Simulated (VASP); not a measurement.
Input of a VASP 6.6.1 run:

The input INCAR:

```
  PREC = Accurate
  ENCUT = 520
  EDIFF = 1E-7
  ISMEAR = 0
  SIGMA = 0.02
  LREAL = False
  LASPH = True
  NELM = 60
  ALGO = Normal
  ISIF = 2
  LWAVE = False
  LCHARG = False
  GGA = PS
  IBRION = 2
  NSW = 60
  EDIFFG = -0.008
```

File KPOINTS:

```
Automatic mesh
0
Gamma
  12 12 2
```

POSCAR

```
WSe2
1.0
    3.2702526708      0.0000000000      0.0000000000
   -1.6351263354      2.8321218897      0.0000000000
    0.0000000000      0.0000000000     17.3276655574
W Se
1 2
Direct
    0.0000000000      0.0000000000      0.0000000000
    0.3333333333      0.6666666667      0.0984267340
    0.3333333333      0.6666666667      0.9015732660
```

Potentials or basis: VASP PAW PBE potentials, release 64 (W_sv, Se).

Command:

```bash
$ cat potpaw_PBE.64/W_sv/POTCAR potpaw_PBE.64/Se/POTCAR > POTCAR
$ mpirun -np 1 vasp_std > vasp.out
```

Q: Predict the energy gained by relaxing.

A: 5.0 meV/atom.

Q: Predict the band gap on the k mesh.

A: 1.68 eV (least direct gap 1.70 eV).

Final structure:
```
W Se
1.0
     3.27025    0.00000    0.00000
    -1.63513    2.83212    0.00000
     0.00000    0.00000   17.32767
W Se
1 2
Direct
  0.00000 0.00000 0.00000
  0.33333 0.66667 0.09673
  0.33333 0.66667 0.90327
```

Caveat: the cell differs from its parent crystal (strain along c alone, the other axes held: +4.0 %); there is no dipole correction, which matters where the two faces differ; spin-orbit coupling is left out, which moves the levels of the heavy elements.
